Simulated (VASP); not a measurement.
HgTe:

```
Hg Te
1.0
     0.00000    2.92150    2.92150
     2.92150    0.00000    2.92150
     2.92150    2.92150    0.00000
Hg Te
1 1
Direct
  0.00000 0.00000 0.00000
  0.50000 0.50000 0.50000
```

Program: VASP 6.6.1. Alike in all runs: task single point; no spin polarisation; cell as given; k mesh 12 × 12 × 12; cutoff (eV) 520; smearing fermi-dirac 0.08 eV.

**Question.** Order these runs on this cell by their pressure, lowest first.
A. level PBEsol; potentials or basis VASP PAW PBE potentials, release 64 (Hg, Te)
B. level PBE; potentials or basis VASP PAW PBE potentials, release 64 (Hg, Te)
C. level LDA; potentials or basis VASP PAW LDA potentials, release 64 (Hg, Te)

**Answer.** C (4.5 GPa), A (6.4 GPa), B (10.7 GPa).

Caveats: the cell stands under pressure; the PAW data sets were made with another functional, which shifts forces and pressure a little (at least some runs).
